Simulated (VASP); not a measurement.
## BP: single point with r2SCAN

Crystal: BP.

```
CELL_PARAMETERS angstrom
0.00000 2.14038 2.26832
2.26832 0.00000 2.26832
2.26832 2.14038 0.00000
ATOMIC_POSITIONS crystal
B 0.00000 0.00000 0.00000
P 0.25000 0.25000 0.25000
```

This cell differs from its parent crystal: uniaxial y strain -5.6%.

```yaml
Program: VASP 6.6.1
Task: single point
Functional: r2SCAN
Potentials_or_basis: VASP PAW PBE potentials, release 64 (B, P)
Cutoff: 520 eV
k_mesh: 10 × 10 × 10
Occupations: gaussian, width 0.01 eV
Spin: no spin polarisation
```

```json
{
  "Pressure": "10.3 GPa",
  "Band gap on the k mesh": "0.44 eV, indirect (least direct gap 3.13 eV)"
}
```

Stress tensor (GPa, compression positive):
```
 4.89  0.00  0.00
 0.00 21.10  0.00
 0.00  0.00  4.89
```

Levels at points of the mesh, in eV from the valence-band top:
```tsv
k point	band 1	band 2	band 3	band 4	band 5	band 6	band 7	band 8
(0.00, 0.00, 0.00)	-17.21	-0.58	-0.58	0.00	3.13	3.49	3.49	8.54
(0.50, 0.00, 0.00)	-13.47	-10.33	-2.72	-1.93	3.70	4.35	5.44	10.81
(0.50, 0.50, 0.00)	-11.92	-10.03	-4.78	-4.66	1.28	1.78	12.46	13.83
(0.50, 0.00, 0.50)	-11.29	-9.44	-5.39	-5.39	0.57	0.88	13.19	13.19
```

Wall time 46 s on 1 thread of Intel(R) Xeon(R) Platinum 8259CL CPU @ 2.50GHz (Skylake/Cascade Lake), on a shared host, peak memory 0.15 GiB.

Caveat: the cell differs from its parent crystal (uniaxial y strain -5.6%); the PAW data sets were made with another functional, which shifts forces and pressure a little. A k mesh can miss the band edges.
